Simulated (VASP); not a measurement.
# Te2Mo in VASP: notebook

The runs below take Te2Mo through single point, relaxation of the atoms, with PBE+D3(BJ).

All numbers are computed with VASP 6.6.1; they aren't measurements. Logs are shortened: lines on timing, memory, paths and dates and some standing lists are left out, and cuts for length are marked.

## 1. The cell of the first run

The cell holds a slab with vacuum, 3 atoms: a = 3.679 Å, b = 3.549 Å, c = 33.270 Å, α = 90.00°, β = 90.00°, γ = 121.22°.

## 2. Single point, PBE+D3(BJ) (strain along x +0.050, then relaxed in part)

INCAR

```
SYSTEM = Te2Mo
PREC = Accurate
ENCUT = 520
EDIFF = 1E-6
ISMEAR = 0
SIGMA = 0.02
LREAL = .False.
LASPH = .True.
NELM = 100
ALGO = Normal
ISIF = 2
LWAVE = .False.
LCHARG = .False.
LDIPOL = .True.
IDIPOL = 3
DIPOL = 0.5 0.5 0.500
GGA = PE
IVDW = 12
NBANDS = 20
```

KPOINTS

```
Automatic mesh
0
Gamma
  12 12 1
  0 0 0
```

POSCAR

```
Te2Mo
1.0
    3.6790868721      0.0000000000      0.0000000000
   -1.8395434360      3.0344597086      0.0000000000
    0.0000000000      0.0000000000     33.2702079439
Te Mo
2 1
Direct
    0.3319627338      0.6639254675      0.4463825040
    0.3319627338      0.6639254675      0.5536174960
    0.6694078658      0.3388157316      0.5000000000
```

Potentials or basis: VASP PAW PBE potentials, release 64 (Te, Mo_sv).

Launch:

```sh
$ cat potpaw_PBE.64/Te/POTCAR potpaw_PBE.64/Mo_sv/POTCAR > POTCAR
$ mpirun -np 1 vasp_std > vasp.out
```

OUTCAR:

```text
SYSTEM = Te2Mo
   PREC = Accurate
   ENCUT = 520
   EDIFF = 1E-6
   ISMEAR = 0
   LREAL = .False.
   LASPH = .True.
   NELM = 100
   ISIF = 2
   GGA = PE
   IVDW = 12
 IVDW          = 12

 ion  position               nearest neighbor table
   1  0.332  0.664  0.446-   3 2.72   3 2.75   3 2.75   2 3.57
   2  0.332  0.664  0.554-   3 2.72   3 2.75   3 2.75   1 3.57
   3  0.669  0.339  0.500-   1 2.72   2 2.72   1 2.75   2 2.75   1 2.75   2 2.75

  Warning from LATTYP: Monoclinic adjustment (A1->A3, A2->A1, A3->A2)!
  LATTYP: Found a base centered orthorhombic cell.
 ALAT       =     3.6790868721
 B/A-ratio  =     1.6495721977
 C/A-ratio  =     9.0430612542

  Lattice vectors:

 A1 = (   1.8395434360,  -3.0344597086,   0.0000000000)
 A2 = (   1.8395434361,   3.0344597086,   0.0000000000)
 A3 = (   0.0000000000,   0.0000000000,  33.2702079439)

Analysis of symmetry for initial positions (statically):
=====================================================================
 Subroutine PRICEL returns:
 Original cell was already a primitive cell.

 Routine SETGRP: Setting up the symmetry group for a
 base centered orthorhombic supercell.

 Subroutine GETGRP returns: Found  4 space group operations
 (whereof  4 operations were pure point group operations)
 out of a pool of  8 trial point group operations.

The static configuration has the point symmetry C_2v.

Analysis of symmetry for dynamics (positions and initial velocities):
=====================================================================
 Subroutine PRICEL returns:
 Original cell was already a primitive cell.

 Routine SETGRP: Setting up the symmetry group for a
 base centered orthorhombic supercell.

 Subroutine GETGRP returns: Found  4 space group operations
 (whereof  4 operations were pure point group operations)
 out of a pool of  8 trial point group operations.

The dynamic configuration has the point symmetry C_2v.

 Subroutine INISYM returns: Found  4 space group operations
 (whereof  4 operations are pure point group operations),
 and found     1 'primitive' translations

----------------------------------------------------------------------------------------

                                     Primitive cell

  volume of cell :     371.4300

  direct lattice vectors                    reciprocal lattice vectors
     3.679086872  0.000000000  0.000000000     0.271806575  0.164773979  0.000000000
    -1.839543436  3.034459709  0.000000000     0.000000000  0.329547958  0.000000000
     0.000000000  0.000000000 33.270207944     0.000000000  0.000000000  0.030056921

  length of vectors
     3.679086872  3.548501906 33.270207944     0.317851031  0.329547958  0.030056921

  position of ions in fractional coordinates (direct lattice)
     0.331962734  0.663925468  0.446382504
     0.331962734  0.663925468  0.553617496
     0.669407866  0.338815732  0.500000000

  ion indices of the primitive-cell ions
   primitive index   ion index
                 1           1
                 2           2
                 3           3

----------------------------------------------------------------------------------------

 KPOINTS: Automatic mesh

Automatic generation of k-mesh.
 Grid dimensions read from file:
 generate k-points for:   12   12    1

 Generating k-lattice:

  Cartesian coordinates                     Fractional coordinates (reciprocal lattice)
     0.022650548  0.013731165  0.000000000     0.083333333  0.000000000  0.000000000
     0.000000000  0.027462330  0.000000000     0.000000000  0.083333333  0.000000000
     0.000000000  0.000000000  0.030056921     0.000000000  0.000000000  1.000000000

  Length of vectors
     0.026487586  0.027462330  0.030056921

  Shift w.r.t. Gamma in fractional coordinates (k-lattice)
     0.000000000  0.000000000  0.000000000

 Subroutine IBZKPT returns following result:
 ===========================================

 Found     43 irreducible k-points:

 Following reciprocal coordinates:
            Coordinates               Weight
  0.000000  0.000000  0.000000      1.000000
  0.083333 -0.000000  0.000000      4.000000
  0.166667  0.000000  0.000000      4.000000
  0.250000  0.000000  0.000000      4.000000
  0.333333  0.000000  0.000000      4.000000
  0.416667  0.000000  0.000000      4.000000
[... 16 lines left out ...]
  0.333333  0.166667  0.000000      4.000000
  0.416667  0.166667  0.000000      4.000000
 [... further k-points ...]
   k-points           NKPTS =     43   k-points in BZ     NKDIM =     43   number of bands    NBANDS=     20
   number of dos      NEDOS =    301   number of ions     NIONS =      3
   total plane-waves  NPLWV = 196000
   dimension x,y,z NGX =    28 NGY =   28 NGZ =  250
   dimension x,y,z NGXF=    56 NGYF=   56 NGZF=  500
   ions per type =               2   1
   NGX,Y,Z   is equivalent  to a cutoff of  12.65, 13.12, 12.49 a.u.
   NGXF,Y,Z  is equivalent  to a cutoff of  25.30, 26.24, 24.98 a.u.
 SYSTEM =  Te2Mo
   PREC   = accura    normal or accurate (medium, high low for compatibility)
   ISTART =      0    job   : 0-new  1-cont  2-samecut
   ICHARG =      2    charge: 1-file 2-atom 10-const
   ISPIN  =      1    spin polarized calculation?
   LNONCOLLINEAR =      F non collinear calculations
   LSORBIT =      F    spin-orbit coupling
   LASPH  =      T    aspherical Exc in radial PAW
   ENCUT  =  520.0 eV  38.22 Ry    6.18 a.u.   6.84  6.60 61.86*2*pi/ulx,y,z
   NELM   =    100;   NELMIN=  2; NELMDL= -5     # of ELM steps
   EDIFF  = 0.1E-05   stopping-criterion for ELM
   LREAL  =      F    real-space projection
   EDIFFG = 0.1E-04   stopping-criterion for IOM
   NSW    =      0    number of steps for IOM
   IBRION =     -1    ionic relax: 0-MD 1-quasi-New 2-CG
   NFREE  =      0    steps in history (QN), initial steepest desc. (CG)
   ISIF   =      2    stress and relaxation
   ISYM   =      2    0-nonsym 1-usesym 2-fastsym
   POTIM  = 0.5000    time-step for ionic-motion
   TEBEG  =    0.0;   TEEND  =   0.0 temperature during run
   PSTRESS=    0.0 pullay stress
   NELECT =      26.0000    total number of electrons
   NUPDOWN=      -1.0000    fix difference up-down
   EMIN   =  10.00;   EMAX   =-10.00  energy-range for DOS
   EFERMI =   0.00;   METHOD = LEGACY
   ISMEAR =     0;   SIGMA  =   0.02  broadening in eV -4-tet -1-fermi 0-gaus
   EFERMI_NEDOS =   21; number of points for ismear=-14 and -15
   IALGO  =     38    algorithm
   IMIX   =      4    mixing-type and parameters
     AMIX     =   0.40;   BMIX     =  1.00
     AMIX_MAG =   1.60;   BMIX_MAG =  1.00
  volume/ion in A,a.u.               =     123.81       835.51
  Fermi-wavevector in a.u.,A,eV,Ry     =   0.674694  1.274987  6.193539  0.455212
  Thomas-Fermi vector in A             =   1.751489
   LORBIT       =      0    0 simple, 1 ext, 2 COOP (PROOUT), +10 PAW based schemes
   GGA     = PE    functional components
   LHFCALC =     F    Hartree Fock is set to
   AEXX    =    0.0000 exact exchange contribution
   IVDW    =    12    specifies the selected vdW correction
   LEPSILON=     F    determine dielectric tensor
   LRPA    =     F    only Hartree local field effects (RPA)
 non-spin polarized calculation
 Gauss-broadening in eV      SIGMA  =   0.02
  energy-cutoff  :      520.00
  volume of cell :      371.43
 maximum number of plane-waves:     10063
   NGX = 13   NGY = 13   NGZ =123

 number of electron      26.0000000 magnetization

 dipolmoment           0.000000      0.000000     -0.000000 electrons x Angstroem

 Free energy of the ion-electron system (eV)
  ---------------------------------------------------
  ext. energy  EPLUGINS =         0.00000000
  ---------------------------------------------------
  free energy    TOTEN  =       -17.99300590 eV

  energy without entropy =      -17.99300590  energy(sigma->0) =      -17.99300590

 E-fermi :  -2.2297     XC(G=0):  -2.4975

 val. band max:       -2.3367831282   @ k =   0.3333   0.3333   0.0000
 cond. band min:      -1.3555312612   @ k =   0.3333   0.3333   0.0000
 fundamental gap:      0.9812518670
 Fermi energy:        -2.2297160884

 k-point     1 :       0.0000    0.0000    0.0000
  band No.  band energies     occupation
      1     -63.0166      2.00000
      2     -37.1467      2.00000
      3     -37.0989      2.00000
      4     -37.0435      2.00000
      5     -14.7856      2.00000
      6     -13.7989      2.00000
[... 12 lines left out ...]
     19       2.2092      0.00000
     20       2.6312      0.00000

 k-point     2 :       0.0833   -0.0000    0.0000
  band No.  band energies     occupation
      1     -63.0161      2.00000
      2     -37.1453      2.00000
      3     -37.1038      2.00000
      4     -37.0468      2.00000
      5     -14.6982      2.00000
      6     -13.7406      2.00000
[... 12 lines left out ...]
     19       2.3200      0.00000
     20       2.7409      0.00000

 k-point     3 :       0.1667    0.0000    0.0000
  band No.  band energies     occupation
      1     -63.0148      2.00000
      2     -37.1412      2.00000
      3     -37.1185      2.00000
      4     -37.0547      2.00000
      5     -14.4452      2.00000
      6     -13.5723      2.00000
[... 12 lines left out ...]
     19       2.6389      0.00000
     20       3.0574      0.00000

 k-point     4 :       0.2500    0.0000    0.0000
  band No.  band energies     occupation
      1     -63.0131      2.00000
      2     -37.1404      2.00000
      3     -37.1356      2.00000
      4     -37.0635      2.00000
      5     -14.0571      2.00000
      6     -13.3172      2.00000
[... 429 lines left out ...]
 k-point    23 :       0.3333    0.1667    0.0000
  band No.  band energies     occupation
      1     -63.0092      2.00000
      2     -37.1743      2.00000
      3     -37.1237      2.00000
      4     -37.0961      2.00000
      5     -13.0074      2.00000
      6     -12.6253      2.00000
[... 12 lines left out ...]
     19       4.4285      0.00000
     20       4.5296      0.00000

 k-point    24 :       0.4167    0.1667    0.0000
  band No.  band energies     occupation
      1     -63.0090      2.00000
      2     -37.1797      2.00000
      3     -37.1228      2.00000
      4     -37.0951      2.00000
      5     -12.8869      2.00000
      6     -12.5617      2.00000
[... 12 lines left out ...]
     19       4.5041      0.00000
     20       4.7925      0.00000

 [... further k-points ...]

------------------------ aborting loop because EDIFF is reached ----------------------------------------

 vacuum level on the upper side and lower side of the slab       (xc-potential included)        -0.127        -0.127

 Edisp (eV)   -1.15270

 E8    (eV) :    -0.5620

  FORCE on cell =-STRESS in cart. coord.  units (eV):
  Direction    XX          YY          ZZ          XY          YZ          ZX
  --------------------------------------------------------------------------------------
  -------------------------------------------------------------------------------------
  Total      -2.49447    -0.71306     0.04733    -0.00000     0.00000     0.00000
  in kB     -10.75999    -3.07583     0.20416    -0.00000     0.00000     0.00000
  external pressure =       -4.54 kB  Pullay stress =        0.00 kB

 VOLUME and BASIS-vectors are now :
 -----------------------------------------------------------------------------
  energy-cutoff  :      520.00
  volume of cell :      371.43
      direct lattice vectors                 reciprocal lattice vectors
     3.679086872  0.000000000  0.000000000     0.271806575  0.164773979  0.000000000
    -1.839543436  3.034459709  0.000000000     0.000000000  0.329547958  0.000000000
     0.000000000  0.000000000 33.270207944     0.000000000  0.000000000  0.030056921

 POSITION                                       TOTAL-FORCE (eV/Angst)
 -----------------------------------------------------------------------------------
      0.00000      2.01466     14.85124         0.000000      0.000722     -0.016286
      0.00000      2.01466     18.41897         0.000000      0.000722      0.016286
      1.83954      1.02812     16.63510        -0.000000     -0.001443      0.000000
 -----------------------------------------------------------------------------------
    total drift:                               -0.000000     -0.000211      0.000000

  FREE ENERGIE OF THE ION-ELECTRON SYSTEM (eV)
  ---------------------------------------------------
  free  energy   TOTEN  =       -19.1457068652 eV

  energy  without entropy=      -19.1457068652  energy(sigma->0) =      -19.14570687

 vacuum level on the upper side and lower side of the slab         2.511         2.511
```

It took 4.3 min on 1 thread of Intel Xeon 6975P-C (Granite Rapids), shared host; peak memory 0.65 GiB.

Results:

```yaml
Free_energy: -19.1457 eV
Largest_force: 0.016 eV/Å
Band_gap_on_the_k_mesh: 0.98 eV
Dispersion_energy_per_atom: -0.384 eV
```

Forces on the atoms (eV/Å):
```
Te   0.000  0.001 -0.016
Te   0.000  0.001  0.016
Mo   0.000 -0.001  0.000
```

Caveat: the cell differs from its parent crystal (strain along x +0.050, then relaxed in part); spin-orbit coupling is left out, which moves the levels of the heavy elements.

## 3. Relaxation of the atoms, PBE+D3(BJ) (biaxial strain +0.040)

INCAR

```
ALGO     = Normal         # electronic algorithm
DIPOL    = 0.5 0.5 0.500
EDIFF    = 1E-7           # SCF threshold, eV
EDIFFG   = -0.01          # ionic threshold
ENCUT    = 520            # plane-wave cutoff, eV
GGA      = PE             # functional
IBRION   = 2              # ionic algorithm
IDIPOL   = 3            
ISIF     = 2              # what is computed and relaxed
ISMEAR   = 0              # smearing method
IVDW     = 12             # dispersion correction
LASPH    = T              # aspherical terms in the spheres
LCHARG   = F              # write CHGCAR
LDIPOL   = T            
LREAL    = F              # projectors in reciprocal space
LWAVE    = F              # write WAVECAR
NELM     = 80             # most SCF steps
NSW      = 60             # ionic steps
PREC     = Accurate       # precision mode
SIGMA    = 0.02           # smearing width, eV
```

KPOINTS

```
k-points
0
Gamma
  12 12 1
```

POSCAR

```
Te2Mo
1.0
    3.6440478814      0.0000000000      0.0000000000
   -1.8220239407      3.1558380379      0.0000000000
    0.0000000000      0.0000000000     33.2702079551
Te Mo
2 1
Direct
    0.3333333333      0.6666666667      0.4453878238
    0.3333333333      0.6666666667      0.5546121762
    0.6666666667      0.3333333333      0.5000000000
```

Potentials or basis: VASP PAW PBE potentials, release 64 (Te, Mo_sv).

Launch:

```sh
$ cat potpaw_PBE.64/Te/POTCAR potpaw_PBE.64/Mo_sv/POTCAR > POTCAR
$ mpirun -np 1 vasp_std > vasp.out
```

It took 9 min on 1 thread of Intel Xeon Platinum 8488C (Sapphire Rapids), shared host; peak memory 0.54 GiB.

It converged, with:

```yaml
Free_energy: -19.1036 eV
Energy_gained_by_relaxing: 10.5 meV/atom
Ionic_steps: 3
Largest_force_after_relaxing: 0.003 eV/Å
Band_gap_on_the_k_mesh: 0.88 eV
Dispersion_energy_per_atom: -0.374 eV
```

Forces on the atoms (eV/Å):
```
Te   0.000  0.000  0.003
Te   0.000  0.000 -0.003
Mo   0.000  0.000  0.000
```

Step by step:
```tsv
step	energy change (eV)	largest force (eV/Å)	pressure (GPa)
1	0.0000	0.6236	-1.27
2	-0.0265	0.2523	-0.96
3	-0.0314	0.0033	-0.75
```

Final structure:
```
Te Mo
1.0
     3.64405    0.00000    0.00000
    -1.82202    3.15584    0.00000
     0.00000    0.00000   33.27021
Te Mo
2 1
Direct
  0.33333 0.66667 0.44686
  0.33333 0.66667 0.55314
  0.66667 0.33333 0.50000
```

Levels at points of the mesh, in eV from the valence-band top:
| k point | band 11 | band 12 | band 13 | band 14 | band 15 | band 16 |
| --- | --- | --- | --- | --- | --- | --- |
| (0.00, 0.00, 0.00) | -0.97 | -0.97 | -0.16 | 2.86 | 2.86 | 3.16 |
| (0.50, 0.00, 0.00) | -1.34 | -0.61 | -0.50 | 1.25 | 1.60 | 3.27 |

Caveat: the cell differs from its parent crystal (biaxial strain +0.040); spin-orbit coupling is left out, which moves the levels of the heavy elements.

## 4. Relaxation of the atoms, PBE+D3(BJ) (biaxial strain +0.070)

INCAR

```
ALGO = Normal
DIPOL = 0.5 0.5 0.500
EDIFF = 1E-6
EDIFFG = -0.01
ENCUT = 520
GGA = PE
IBRION = 2
IDIPOL = 3
ISIF = 2
ISMEAR = 0
IVDW = 12
LASPH = True
LCHARG = False
LDIPOL = True
LREAL = False
LWAVE = False
NELM = 60
NSW = 60
PREC = Accurate
SIGMA = 0.02
```

KPOINTS is that of step 3.

POSCAR

```
Te2Mo
1.0
    3.7491646472      0.0000000000      0.0000000000
   -1.8745823236      3.2468718274      0.0000000000
    0.0000000000      0.0000000000     33.2702079551
Te Mo
2 1
Direct
    0.3333333333      0.6666666667      0.4453878238
    0.3333333333      0.6666666667      0.5546121762
    0.6666666667      0.3333333333      0.5000000000
```

Launch:

```sh
$ cat potpaw_PBE.64/Te/POTCAR potpaw_PBE.64/Mo_sv/POTCAR > POTCAR
$ mpirun -np 1 vasp_std > vasp.out
```

It took 11 min on 1 thread of Oxide Virtual Turin-like, shared host; peak memory 0.54 GiB.

The run converged. Its results:

```
Free energy                : -18.9700 eV
Energy gained by relaxing  : 2.0 meV/atom
Ionic steps                : 5
Band gap on the k mesh     : 0.78 eV
Dispersion energy per atom : -0.395 eV
```

The path:
| step | energy change (eV) | largest force (eV/Å) | pressure (GPa) |
| --- | --- | --- | --- |
| 1 | 0.0000 | 0.6160 | -0.91 |
| 2 | 0.0308 | 1.3680 | 4.37 |
| 3 | -0.0057 | 0.1688 | 0.22 |
| 4 | -0.0060 | 0.0417 | 0.78 |
| 5 | -0.0061 | 0.0020 | 0.66 |

Final structure:
```yaml
crystal:
  lattice:
    - [3.74916, 0.00000, 0.00000]
    - [-1.87458, 3.24687, 0.00000]
    - [0.00000, 0.00000, 33.27021]
  atoms:
    - { symbol: Te, position: [0.33333, 0.66667, 0.44566] }
    - { symbol: Te, position: [0.33333, 0.66667, 0.55434] }
    - { symbol: Mo, position: [0.66667, 0.33333, 0.50000] }
```

Levels at points of the mesh, in eV from the valence-band top:
```tsv
k point	band 10	band 11	band 12	band 13	band 14	band 15	band 16	band 17
(0.00, 0.00, 0.00)	-1.22	-0.93	-0.93	-0.10	2.53	2.53	2.76	2.76
(0.50, 0.00, 0.00)	-2.12	-1.29	-0.58	-0.52	1.10	1.40	2.96	3.23
```

Caveat: the cell differs from its parent crystal (biaxial strain +0.070); spin-orbit coupling is left out, which moves the levels of the heavy elements.

## 5. The runs side by side

| task | cell | gap on the mesh (eV) |
| --- | --- | --- |
| single point | a = 3.679, b = 3.549, c = 33.270 Å, angles 90.0, 90.0, 121.2°, 3 atoms, atomic positions A | 0.98 |
| relaxation of the atoms | atoms relaxed from a = 3.644, b = 3.644, c = 33.270 Å, angles 90.0, 90.0, 120.0°, 3 atoms, atomic positions B | 0.88 |
| relaxation of the atoms | atoms relaxed from a = 3.749, b = 3.749, c = 33.270 Å, angles 90.0, 90.0, 120.0°, 3 atoms, atomic positions B | 0.78 |

Alike in all rows: level PBE+D3(BJ); potentials or basis VASP PAW PBE potentials, release 64 (Te, Mo_sv); no spin polarisation; k mesh 12 × 12 × 1; cutoff (eV) 520; smearing gaussian 0.02 eV.

Caveats: spin-orbit coupling is left out, which moves the levels of the heavy elements.

Total energies depend on the potentials used, so only differences within one code and one set of settings carry meaning.
